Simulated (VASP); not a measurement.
The system is C.

```
CELL_PARAMETERS angstrom
0.00000 1.80684 1.80684
1.80684 0.00000 1.80684
1.80684 1.80684 0.00000
ATOMIC_POSITIONS crystal
C 0.75000 0.75000 0.75000
C 0.50000 0.50000 0.50000
```

Program: VASP 6.6.1. Alike in all runs: task single point; potentials or basis VASP PAW PBE potentials, release 64 (C); cell as given.

Problem. Order these runs on this cell by their pressure, lowest first.
A. level b88 exchange, pbe correlation; spin off; k mesh 13 × 13 × 13; cutoff (eV) 600; smearing fermi-dirac 0.05 eV
B. level pbe exchange, pbesol correlation; spin collinear; fixed moment (μB) 1.0; k mesh 13 × 13 × 13; cutoff (eV) 600; smearing tetrahedron
C. level PBE-based screened hybrid with 25 % exact exchange; spin off; k mesh 7 × 7 × 7; cutoff (eV) 520; smearing fermi-dirac 0.05 eV; grid for exact exchange (PRECFOCK) Normal; share of exact exchange 0.25; screening parameter 0.3 1/Å
D. level revpbe exchange, lda correlation; spin off; k mesh 13 × 13 × 13; cutoff (eV) 600; smearing gaussian 0.1 eV

Solution. C (-23.1 GPa), A (-13.9 GPa), D (0.9 GPa), B (22.9 GPa).

Caveats: some runs use coarse meshes; the PAW data sets were made with another functional, which shifts forces and pressure a little; the cell stands under pressure (at least some runs); the total moment is fixed, so each spin has its own Fermi level (at least some runs); the cell stands under tension (at least some runs).
